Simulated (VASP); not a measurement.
# Si62C (a cell with a defect) in VASP: further runs

Si62C (a cell with a defect) is run at these levels: PBE+D3(BJ); tasks: single point.

All numbers are computed with VASP 6.6.1; they aren't measurements. Logs are shortened: lines on timing, memory, paths and dates and some standing lists are left out, and cuts for length are marked.

## Step 1: The cell of the first run

The cell holds a defect, 63 atoms: a = 10.860 Å, b = 10.860 Å, c = 10.860 Å, α = 90.00°, β = 90.00°, γ = 90.00°.

## Step 2: Single point, PBE+D3(BJ)

Input file INCAR:

```
SYSTEM = Si62C
PREC     = Accurate       ! precision mode
ENCUT    = 520            ! plane-wave cutoff, eV
EDIFF    = 1E-7           ! SCF threshold, eV
ISMEAR   = 0              ! smearing method
SIGMA    = 0.02           ! smearing width, eV
LREAL    = Auto         
LASPH    = .TRUE.         ! aspherical terms in the spheres
NELM     = 60             ! most SCF steps
ALGO     = Normal         ! electronic algorithm
ISIF     = 2              ! what is computed and relaxed
LWAVE    = .FALSE.        ! write WAVECAR
LCHARG   = .FALSE.        ! write CHGCAR
GGA      = PE             ! functional
IVDW     = 12             ! dispersion correction
NBANDS   = 163            ! bands
```

Input file KPOINTS:

```
regular mesh
0
G
  1 1 1
  0 0 0
```

Input file POSCAR:

```
Si62C
1.0
   10.8600000000      0.0000000000      0.0000000000
    0.0000000000     10.8600000000      0.0000000000
    0.0000000000      0.0000000000     10.8600000000
Si C
62 1
Direct
    0.5240573665     -0.0232682320     -0.0080201657
    0.6261616943      0.1206054328      0.1205285451
    0.7510097606      0.2525641805      0.0003225599
    0.8795797422      0.3811112339      0.1183301105
    0.7497617864      0.0023674954      0.2573892265
    0.8761077348      0.1319008287      0.3811829650
   -0.0134338858     -0.0097591160      0.0068624309
    0.1214132597      0.1212580110      0.1275215470
    0.2568587477      0.2440828729      0.0042165746
    0.3794692449      0.3797827808      0.1276702578
    0.5100393186      0.5139889503      0.0058403315
    0.6439968692      0.6456051565      0.1258689687
    0.8594634438      0.8621781768      0.1347155617
    0.2546146409     -0.0017511971      0.2475613260
    0.3742752302      0.1269003683      0.3746677716
    0.5029221915      0.2462504604      0.2466114180
    0.6281380295      0.3731121547      0.3690447514
    0.7552895948      0.5032665746      0.2471680479
    0.8770953039      0.6230234807      0.3798004604
    0.4960619705      0.0035275322      0.5056459484
    0.6228408840      0.1287217311      0.6296507366
    0.7514259669      0.2586745856      0.5103775322
    0.8726691529      0.3899122468      0.6426350829
    0.7562364641     -0.0021206262      0.7427672192
    0.8726862799      0.1234839779      0.8769197974
    0.0021600368      0.5046098527     -0.0092517495
    0.1230183241      0.6240649171      0.1223717311
    0.2499673112      0.7502647330      0.0017103131
    0.3814691529      0.8760595764      0.1215172192
   -0.0005102210      0.2519739411      0.2495998158
    0.1239141805      0.3759215470      0.3770321363
    0.2491515654      0.5007405157      0.2509391344
    0.3709416206      0.6258608656      0.3777155617
    0.5028145488      0.7503045120      0.2533797422
    0.6209054328      0.8799081031      0.3806890424
    0.0066568140      0.0013127993      0.4968006446
    0.1234008287      0.1269207182      0.6279720994
    0.2494446593      0.2492524862      0.5017219153
    0.3744638122      0.3745443831      0.6252218232
    0.4974326888      0.4916021179      0.4914875691
    0.6170612339      0.6212505525      0.6127658379
    0.7493581952      0.7500445672      0.4999177716
    0.8800409761      0.8759965009      0.6181162983
    0.2421744015     -0.0019630755      0.7592735727
    0.3834669429      0.1145395948      0.8833765193
    0.5005374770      0.2529782689      0.7574068140
    0.6279150092      0.3867967772      0.8782325967
    0.7508200737      0.5345926335      0.7626681400
    0.0001753223      0.7466105893      0.2521315838
    0.1286591160      0.8749141805      0.3729882136
    0.0006507366      0.4982920810      0.5069744015
    0.1118214549      0.6249860037      0.6412825967
    0.2434825046      0.7486134438      0.5098168508
    0.3688248619      0.8794194291      0.6302588398
   -0.0004981584      0.2514205341      0.7558905157
    0.1299236648      0.3719457643      0.8811033149
    0.2511726519      0.4987479742      0.7538864641
    0.3760656538      0.6271088398      0.8761803867
    0.4985625230      0.7447745856      0.7408790055
    0.6770142726      0.8196870166      0.8403058011
   -0.0365499079      0.7365755985      0.7694399632
    0.1100019337      0.8673611418      0.8799785451
    0.7980797422      0.6951049724     -0.1875603131
```

Potentials or basis: VASP PAW PBE potentials, release 64 (Si, C).

Started as:

```sh
$ cat potpaw_PBE.64/Si/POTCAR potpaw_PBE.64/C/POTCAR > POTCAR
$ mpirun -np 1 vasp_gam > vasp.out
```

OUTCAR:

```text
SYSTEM = Si62C
   PREC = Accurate
   ENCUT = 520
   EDIFF = 1E-7
   ISMEAR = 0
   LREAL = Auto
   LASPH = .TRUE.
   NELM = 60
   ISIF = 2
   GGA = PE
   IVDW = 12
 IVDW          = 12

 ion  position               nearest neighbor table
   1  0.524  0.977  0.992-  29 2.36   2 2.37  45 2.44  60 2.90
   2  0.626  0.121  0.121-  16 2.35   3 2.37   1 2.37   5 2.38
   3  0.751  0.253  0.000-  25 2.35   4 2.35   2 2.37  47 2.38
   4  0.880  0.381  0.118-  26 2.34  18 2.35   3 2.35  30 2.39
   5  0.750  0.002  0.257-  13 2.35  35 2.35   2 2.38   6 2.38
   6  0.876  0.132  0.381-  30 2.35  36 2.37   5 2.38  22 2.39
   7  0.987  0.990  0.007-  62 2.34  25 2.37  13 2.40   8 2.43
   8  0.121  0.121  0.128-  30 2.35  14 2.36   9 2.40   7 2.43
   9  0.257  0.244  0.004-  45 2.36  56 2.37   8 2.40  10 2.40
  10  0.379  0.380  0.128-  32 2.35  16 2.36   9 2.40  11 2.43
  11  0.510  0.514  0.006-  47 2.34  58 2.37  12 2.42  10 2.43
  12  0.644  0.646  0.126-  34 2.36  18 2.36  11 2.42
  13  0.859  0.862  0.135-   5 2.35  49 2.35   7 2.40
  14  0.255  0.998  0.248-  50 2.35  29 2.35  15 2.36   8 2.36
  15  0.374  0.127  0.375-  38 2.35  14 2.36  16 2.36  20 2.36
  16  0.503  0.246  0.247-  17 2.35   2 2.35  15 2.36  10 2.36
  17  0.628  0.373  0.369-  40 2.33  16 2.35  18 2.38  22 2.39
[... 43 lines left out ...]
  61  0.963  0.737  0.769-  63 1.91  43 2.41  62 2.45  52 2.45
  62  0.110  0.867  0.880-   7 2.34  28 2.38  44 2.41  61 2.45
  63  0.798  0.695  0.812-  48 1.90  61 1.91  60 1.91

  LATTYP: Found a simple cubic cell.
 ALAT       =    10.8600000000

  Lattice vectors:

 A1 = (  10.8600000000,   0.0000000000,   0.0000000000)
 A2 = (   0.0000000000,  10.8600000000,   0.0000000000)
 A3 = (   0.0000000000,   0.0000000000,  10.8600000000)

Analysis of symmetry for initial positions (statically):
=====================================================================
 Subroutine PRICEL returns:
 Original cell was already a primitive cell.

 Routine SETGRP: Setting up the symmetry group for a
 simple cubic supercell.

 Subroutine GETGRP returns: Found  1 space group operations
 (whereof  1 operations were pure point group operations)
 out of a pool of 48 trial point group operations.

The static configuration has the point symmetry C_1 .

Analysis of symmetry for dynamics (positions and initial velocities):
=====================================================================
 Subroutine PRICEL returns:
 Original cell was already a primitive cell.

 Routine SETGRP: Setting up the symmetry group for a
 simple cubic supercell.

 Subroutine GETGRP returns: Found  1 space group operations
 (whereof  1 operations were pure point group operations)
 out of a pool of 48 trial point group operations.

[... 208 lines left out ...]
   PSTRESS=    0.0 pullay stress
   NELECT =     252.0000    total number of electrons
   NUPDOWN=      -1.0000    fix difference up-down
   EMIN   =  10.00;   EMAX   =-10.00  energy-range for DOS
   EFERMI =   0.00;   METHOD = LEGACY
   ISMEAR =     0;   SIGMA  =   0.02  broadening in eV -4-tet -1-fermi 0-gaus
   EFERMI_NEDOS =   21; number of points for ismear=-14 and -15
   IALGO  =     38    algorithm
   IMIX   =      4    mixing-type and parameters
     AMIX     =   0.40;   BMIX     =  1.00
     AMIX_MAG =   1.60;   BMIX_MAG =  1.00
  volume/ion in A,a.u.               =      20.33       137.20
  Fermi-wavevector in a.u.,A,eV,Ry     =   0.952164  1.799329 12.335269  0.906617
  Thomas-Fermi vector in A             =   2.080702
   LORBIT       =      0    0 simple, 1 ext, 2 COOP (PROOUT), +10 PAW based schemes
   GGA     = PE    functional components
   LHFCALC =     F    Hartree Fock is set to
   AEXX    =    0.0000 exact exchange contribution
   IVDW    =    12    specifies the selected vdW correction
   LEPSILON=     F    determine dielectric tensor
   LRPA    =     F    only Hartree local field effects (RPA)
 non-spin polarized calculation
 Gauss-broadening in eV      SIGMA  =   0.02
  energy-cutoff  :      520.00
  volume of cell :     1280.82
 maximum number of plane-waves:     17229
 NGX is ok and might be reduce to    84
   NGX = 41   NGY = 41   NGZ = 41

 number of electron     251.9999998 magnetization

 Free energy of the ion-electron system (eV)
  ---------------------------------------------------
  ext. energy  EPLUGINS =         0.00000000
  ---------------------------------------------------
  free energy    TOTEN  =      -333.47562112 eV

  energy without entropy =     -333.47562106  energy(sigma->0) =     -333.47562109

 E-fermi :   5.7352     XC(G=0):  -9.3226

 val. band max:        5.6633089036   @ k =   0.0000   0.0000   0.0000
 cond. band min:       5.8070594425   @ k =   0.0000   0.0000   0.0000
 fundamental gap:      0.1437505389
 Fermi energy:         5.7351842239

 k-point     1 :       0.0000    0.0000    0.0000
  band No.  band energies     occupation
      1      -6.7702      2.00000
      2      -6.0937      2.00000
      3      -5.2322      2.00000
      4      -5.1906      2.00000
      5      -5.1794      2.00000
      6      -5.1514      2.00000
[... 130 lines left out ...]
    137       6.8468      0.00000
    138       6.9037      0.00000
 [bands above 138 left out]

------------------------ aborting loop because EDIFF is reached ----------------------------------------

 Edisp (eV)  -19.63132

 E6    (eV) :   -11.5176

 E8    (eV) :    -8.1137

  FORCE on cell =-STRESS in cart. coord.  units (eV):
  Direction    XX          YY          ZZ          XY          YZ          ZX
  --------------------------------------------------------------------------------------
  -------------------------------------------------------------------------------------
  Total     -17.81042   -18.38519    -8.55219    -3.09202     2.46821    -0.67856
  in kB     -22.27898   -22.99795   -10.69790    -3.86779     3.08747    -0.84881
  external pressure =      -18.66 kB  Pullay stress =        0.00 kB

 VOLUME and BASIS-vectors are now :
 -----------------------------------------------------------------------------
  energy-cutoff  :      520.00
  volume of cell :     1280.82
      direct lattice vectors                 reciprocal lattice vectors
    10.860000000  0.000000000  0.000000000     0.092081031  0.000000000  0.000000000
     0.000000000 10.860000000  0.000000000     0.000000000  0.092081031  0.000000000
     0.000000000  0.000000000 10.860000000     0.000000000  0.000000000  0.092081031

 POSITION                                       TOTAL-FORCE (eV/Angst)
 -----------------------------------------------------------------------------------
      5.69126     10.60731     10.77290        -0.002671      0.001992      0.006921
      6.80012      1.30978      1.30894        -0.014959      0.003736      0.006137
      8.15597      2.74285      0.00350        -0.003568      0.000551      0.007551
      9.55224      4.13887      1.28507        -0.015839     -0.010849      0.027662
      8.14241      0.02571      2.79525        -0.015890     -0.004063     -0.006849
      9.51453      1.43244      4.13965        -0.010256     -0.012799     -0.006633
[... 55 lines left out ...]
      1.19462      9.41954      9.55657        -0.004553      0.005878     -0.000107
      8.66715      7.54884      8.82309         0.184188      0.020628     -0.244821
 -----------------------------------------------------------------------------------
    total drift:                                0.009746     -0.009541     -0.018597

  FREE ENERGIE OF THE ION-ELECTRON SYSTEM (eV)
  ---------------------------------------------------
  free  energy   TOTEN  =      -353.1069404234 eV

  energy  without entropy=     -353.1069403678  energy(sigma->0) =     -353.10694040
```

Run time: 5.7 min. Hardware: 1 thread of Intel Xeon 6975P-C (Granite Rapids), shared host; peak memory 1.1 GiB.

What came out:

- Free energy: -353.1069 eV
- Pressure: -1.9 GPa
- Largest force: 0.307 eV/Å
- Dispersion energy per atom: -0.312 eV

Forces on the atoms (eV/Å):
```
Si  -0.003  0.002  0.007
Si  -0.015  0.004  0.006
Si  -0.004  0.001  0.008
Si  -0.016 -0.011  0.028
Si  -0.016 -0.004 -0.007
Si  -0.010 -0.013 -0.007
Si  -0.011 -0.001 -0.010
Si  -0.009 -0.005  0.009
Si  -0.010  0.007  0.001
Si   0.005  0.002  0.003
Si   0.012  0.018  0.006
Si  -0.079 -0.028  0.129
Si  -0.013 -0.013 -0.003
Si   0.000  0.000 -0.004
Si  -0.006  0.000  0.008
Si  -0.003 -0.002  0.001
Si  -0.018 -0.010  0.027
Si  -0.004 -0.023  0.034
Si  -0.001  0.000  0.008
Si  -0.004  0.011  0.015
Si  -0.014  0.004  0.026
Si  -0.008 -0.025  0.000
Si   0.018 -0.032 -0.025
Si   0.014  0.012 -0.013
Si  -0.003  0.008  0.002
Si  -0.040 -0.010  0.016
Si  -0.018 -0.007  0.001
Si  -0.013 -0.004 -0.006
Si  -0.016 -0.005 -0.002
Si  -0.008  0.001  0.001
Si   0.001  0.000  0.000
Si  -0.009  0.003 -0.011
Si  -0.022 -0.006  0.034
Si  -0.047  0.015  0.051
Si  -0.015  0.009  0.016
Si   0.013  0.023 -0.028
Si   0.011 -0.002  0.001
Si   0.002  0.006  0.003
Si  -0.006  0.007  0.017
Si  -0.012 -0.003  0.006
Si   0.016 -0.009  0.001
Si  -0.008  0.010 -0.009
Si   0.003  0.043 -0.047
Si   0.010  0.002  0.009
Si  -0.010  0.017  0.018
Si   0.003  0.026  0.020
Si   0.028  0.027  0.011
Si   0.069 -0.034 -0.065
Si   0.002 -0.011  0.002
Si  -0.002  0.001  0.001
Si   0.004 -0.006 -0.014
Si  -0.020 -0.006  0.012
Si  -0.011  0.000  0.023
Si   0.017 -0.007  0.027
Si   0.012 -0.006  0.008
Si  -0.018  0.004  0.011
Si  -0.008  0.003  0.020
Si   0.000  0.004  0.010
Si   0.026 -0.024  0.011
Si   0.094 -0.048 -0.066
Si  -0.010  0.057 -0.086
Si  -0.005  0.006  0.000
C    0.184  0.021 -0.245
```

Stress tensor (GPa, compression positive):
```
-2.23 -0.39 -0.08
-0.39 -2.30  0.31
-0.08  0.31 -1.07
```

Caveat: the k points lie up to 0.58 Å⁻¹ apart.

## Step 3: Single point, PBE+D3(BJ)

Input file INCAR:

```
SYSTEM = Si62C
  PREC = Accurate
  ENCUT = 520
  EDIFF = 1E-6
  ISMEAR = 0
  SIGMA = 0.02
  LREAL = Auto
  LASPH = .TRUE.
  NELM = 60
  ALGO = Normal
  ISIF = 2
  LWAVE = .FALSE.
  LCHARG = .TRUE.
  GGA = PE
  IVDW = 12
  LELF = .TRUE.
  LVHAR = .TRUE.
  NBANDS = 163
```

Input file KPOINTS:

```
Automatic mesh
0
G
  1 1 1
  0 0 0
```

Input file POSCAR:

```
Si62C
1.0
   10.8600000000      0.0000000000      0.0000000000
    0.0000000000     10.8600000000      0.0000000000
    0.0000000000      0.0000000000     10.8600000000
Si C
62 1
Direct
    0.5181219153     -0.0176525783     -0.0079095764
    0.6264794659      0.1206059853      0.1208127993
    0.7495937385      0.2516249540     -0.0006500921
    0.8759420810      0.3826700737      0.1162838858
    0.7484583794      0.0016058011      0.2559652855
    0.8762223757      0.1304806630      0.3773392265
   -0.0129244015     -0.0099574586      0.0058433702
    0.1209847145      0.1213648250      0.1267704420
    0.2531955801      0.2474736648      0.0032437385
    0.3791227440      0.3798649171      0.1267711786
    0.5102210866      0.5134669429      0.0051611418
    0.6417288214      0.6462210866      0.1277809392
    0.8569841621      0.8617290055      0.1326408840
    0.2537020258     -0.0011478821      0.2469980663
    0.3745568140      0.1261795580      0.3742117864
    0.5018305709      0.2469603131      0.2464176796
    0.6269595764      0.3727229282      0.3701411602
    0.7539885820      0.5031215470      0.2483822284
    0.8775624309      0.6225307551      0.3792385820
    0.4959424494      0.0037423573      0.5059699816
    0.6228230203      0.1280665746      0.6296302026
    0.7517208103      0.2545406077      0.5068232965
    0.8733722836      0.3819770718      0.6361928177
    0.7545484346     -0.0036615101      0.7461732044
    0.8735032228      0.1227441989      0.8764475138
   -0.0175833333      0.5193091160     -0.0222210866
    0.1186164825      0.6258168508      0.1177812155
    0.2496746777      0.7509909761      0.0001151013
    0.3804941068      0.8745737569      0.1213756906
   -0.0005579190      0.2544694291      0.2472098527
    0.1240739411      0.3758068140      0.3763150092
    0.2459076427      0.5007950276      0.2476577348
    0.3708746777      0.6248685083      0.3754768877
    0.5011796501      0.7516556169      0.2538465009
    0.6206651934      0.8796686004      0.3808902394
    0.0044348987      0.0007553407      0.4971558932
    0.1245377532      0.1252482505      0.6271559853
    0.2498344383      0.2492986188      0.5009794659
    0.3754925414      0.3740954880      0.6254595764
    0.4988191529      0.4947061694      0.4943993554
    0.6233081952      0.6219020258      0.6183199816
    0.7489399632      0.7508078269      0.4983078269
    0.8786107735      0.8736328729      0.6204614180
    0.2430974217     -0.0027995396      0.7578220994
    0.3805296501      0.1182329650      0.8786564457
    0.5018160221      0.2541318600      0.7566186924
    0.6304852670      0.3869158379      0.8771662983
    0.7597488950      0.5240597606      0.7592873849
   -0.0010925414      0.7471897790      0.2512988950
    0.1283825046      0.8748369245      0.3725043278
    0.0013981584      0.4979147330      0.5064834254
    0.1186849908      0.6251747698      0.6356108656
    0.2464313996      0.7480798343      0.5067173112
    0.3702995396      0.8783004604      0.6298754144
   -0.0000461326      0.2496881215      0.7534906998
    0.1245595764      0.3762676796      0.8767918969
    0.2516226519      0.4988720074      0.7522909761
    0.3768346225      0.6262503683      0.8759821363
    0.5015495396      0.7458664825      0.7450872007
    0.6489400552      0.8493689687      0.8663023020
   -0.0249333333      0.7357978821      0.7608877532
    0.1114374770      0.8668668508      0.8783406077
    0.8596566298      0.6375879374     -0.1588316759
```

Potentials or basis: VASP PAW PBE potentials, release 64 (Si, C).

Started as:

```sh
$ cat potpaw_PBE.64/Si/POTCAR potpaw_PBE.64/C/POTCAR > POTCAR
$ mpirun -np 1 vasp_gam > vasp.out
```

It took 5.1 min on 1 thread of Intel Xeon 6975P-C (Granite Rapids), shared host; peak memory 1 GiB.

The run converged. Its results:

| Item | Value |
| --- | --- |
| Free energy | -353.3512 eV |
| Pressure | -1.8 GPa |
| Largest force | 1.448 eV/Å |
| Dispersion energy per atom | -0.311 eV |

Forces in eV/Å, atoms in the order of the input:
```
Si  -0.108  0.105  0.014
Si  -0.001  0.007  0.012
Si  -0.026 -0.011 -0.011
Si  -0.071  0.030 -0.026
Si  -0.030 -0.005 -0.019
Si  -0.004 -0.019 -0.056
Si   0.004  0.005 -0.017
Si  -0.010  0.009 -0.006
Si  -0.065  0.062 -0.010
Si  -0.010  0.008 -0.010
Si  -0.005 -0.003 -0.010
Si  -0.040  0.017  0.038
Si  -0.044  0.001 -0.022
Si  -0.019  0.015 -0.006
Si  -0.002 -0.005 -0.004
Si  -0.022  0.017  0.000
Si  -0.025  0.001  0.024
Si  -0.024  0.002  0.028
Si   0.003  0.000 -0.006
Si  -0.006  0.010  0.010
Si  -0.002 -0.006  0.005
Si  -0.002 -0.060 -0.054
Si   0.011 -0.126 -0.102
Si  -0.031 -0.015  0.057
Si   0.009 -0.005 -0.003
Si  -0.324  0.244 -0.202
Si  -0.074  0.037 -0.071
Si  -0.011  0.018 -0.021
Si  -0.020 -0.017  0.004
Si  -0.006  0.049 -0.035
Si  -0.001  0.005 -0.004
Si  -0.062  0.005 -0.050
Si  -0.002 -0.010 -0.031
Si  -0.034  0.032  0.017
Si  -0.009  0.004  0.009
Si  -0.039 -0.005  0.011
Si   0.014 -0.021 -0.008
Si   0.002  0.008 -0.006
Si   0.014 -0.002  0.011
Si   0.017  0.057  0.054
Si   0.099  0.017  0.097
Si  -0.010  0.017 -0.020
Si  -0.029 -0.027  0.043
Si   0.009 -0.008 -0.021
Si  -0.051  0.064 -0.072
Si   0.016  0.027 -0.011
Si   0.038  0.008 -0.009
Si   0.129 -0.169 -0.053
Si  -0.027  0.013 -0.007
Si  -0.009  0.005 -0.001
Si   0.005  0.001 -0.002
Si   0.108  0.007 -0.090
Si   0.040 -0.003 -0.050
Si   0.022 -0.015  0.000
Si   0.001 -0.021 -0.028
Si  -0.092  0.077 -0.067
Si   0.002  0.009 -0.018
Si   0.010 -0.006  0.003
Si   0.040  0.024  0.071
Si  -0.458  0.483  0.420
Si   0.194  0.005 -0.139
Si   0.021 -0.003 -0.020
C    0.998 -0.940  0.466
```

Stress tensor (GPa, compression positive):
```
-2.39 -0.30 -0.65
-0.30 -2.36  0.70
-0.65  0.70 -0.80
```

Levels at points of the mesh, in eV from the Fermi level:
| k point | band 124 | band 125 | band 126 | band 127 | band 128 | band 129 |
| --- | --- | --- | --- | --- | --- | --- |
| (0.00, 0.00, 0.00) | -0.65 | -0.61 | -0.11 | 0.10 | 0.18 | 0.24 |

Caveat: the k points lie up to 0.58 Å⁻¹ apart.
